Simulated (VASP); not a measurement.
B3N2: relaxation of cell and atoms with PBE

Crystal: B3N2.

```
B N
1.0
     3.33616    0.00000    0.00000
    -1.66808    2.88920    0.00000
     0.00000    0.00000    9.20188
B N
3 2
Direct
  0.50000 0.00000 0.00000
  0.00000 0.50000 0.00000
  0.50000 0.50000 0.00000
  0.00000 0.00000 0.44012
  0.00000 0.00000 0.55988
```

The cell was generated, and may not be a known phase.

```
Program                : VASP 6.6.1
Task                   : relaxation of cell and atoms
Functional             : PBE
Potentials or basis    : VASP PAW PBE potentials, release 64 (B_h, N_h)
Cutoff                 : 1330 eV
k mesh                 : 12 × 12 × 4
Occupations            : gaussian, width 0.1 eV
Spin                   : no spin polarisation
Dipole correction      : no
Further INCAR settings : ALGO = Normal; EDIFF = 1e-07; IBRION = 2; EDIFFG = -0.01; NSW = 100; ISIF = 3
```

| Property | Result |
| --- | --- |
| Relaxed volume | 17.72 Å³/atom |
| Relaxed cell | a = 3.334 Å, b = 3.334 Å, c = 9.200 Å, α = 90.00°, β = 90.00°, γ = 120.00° |
| Space group after relaxing (to 0.1 Å) | P6/mmm (No. 191) |
| Energy gained by relaxing | 0.0 meV/atom |
| Ionic steps | 4 |
| Pressure after relaxing | 0.0 GPa |
| Band gap on the k mesh | zero (an odd number of electrons rules out a gap without spin polarisation) |

Forces on the atoms (eV/Å):
```
B    0.000  0.000  0.000
B    0.000  0.000  0.000
B    0.000  0.000  0.000
N    0.000  0.000 -0.002
N    0.000  0.000  0.002
```

Final structure:
```xyz
5
Lattice="3.3343 0.0000 0.0000 -1.6671 2.8876 0.0000 0.0000 0.0000 9.2000" Properties=species:S:1:pos:R:3 pbc="T T T"
B     1.6671    0.0000    0.0000
B     2.5007    1.4438    0.0000
B     0.8336    1.4438    0.0000
N     0.0000    0.0000    4.0489
N    -1.6671    2.8876    5.1512
```

Levels at points of the mesh, in eV from the Fermi level:
```tsv
k point	band 7	band 8	band 9	band 10	band 11	band 12	band 13
(0.00, 0.00, 0.00)	-5.44	-3.63	-0.21	-0.21	4.06	4.06	5.58
(0.50, 0.00, 0.00)	-4.83	-3.43	-0.59	-0.59	1.66	2.39	3.75
(0.00, 0.00, 0.50)	-5.47	-3.60	-0.21	-0.21	4.06	4.06	5.39
(0.50, 0.00, 0.50)	-4.83	-3.43	-0.59	-0.57	1.67	2.35	3.75
```

It took 9.9 min on 1 thread of Intel(R) Xeon(R) Platinum 8259CL CPU @ 2.50GHz (Skylake/Cascade Lake), with other jobs on the host, peak memory 0.61 GiB.

Caveat: this functional lacks dispersion, which binds layers or chains, so the pressure and a relaxed spacing across them are unreliable; an odd number of electrons without spin polarisation forces a metal; a magnetic or distorted state may lie lower.
